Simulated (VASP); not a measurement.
As2Se, 6 atoms in the cell. It takes space group Fd-3m (No. 227, cubic). Conventional cell: a = 7.870 Å, b = 7.870 Å, c = 7.870 Å, α = 90.00°, β = 90.00°, γ = 90.00°. Within 3.7 Å of As (site symmetry -3m) lie 6 As at 2.78 Å and 6 Se at 3.26 Å. Se (site symmetry -43m) has 12 As at 3.26 Å and 4 Se at 3.41 Å within 4.3 Å. The cell was built from a structure type or drawn by symmetry, and may not be a known phase.

* Program: VASP 6.6.1
* Task: single point
* Functional: PBE
* Potentials or basis: VASP PAW PBE potentials, release 64 (As, Se)
* Cutoff: 500 eV
* k mesh: 4 × 4 × 4
* Occupations: gaussian, width 0.2 eV
* Spin: no spin polarisation
* Dipole correction: no
* Further INCAR settings: ALGO = Normal; EDIFF = 1e-06; NBANDS = 25

Potentials or basis: VASP PAW PBE potentials, release 64 (As, Se).

Run with:

```console
$ cat potpaw_PBE.64/As/POTCAR potpaw_PBE.64/Se/POTCAR > POTCAR
$ mpirun -np 1 vasp_std > vasp.out
```

Hardware: 1 thread of Intel Xeon 8259CL (shared host).

**Question.** How long does it take, and how much memory?

**Answer.** Wall time 67 s on 1 thread of Intel Xeon 8259CL, on a shared host, peak memory 0.24 GiB. Counts: scf iterations 12, k points 8.
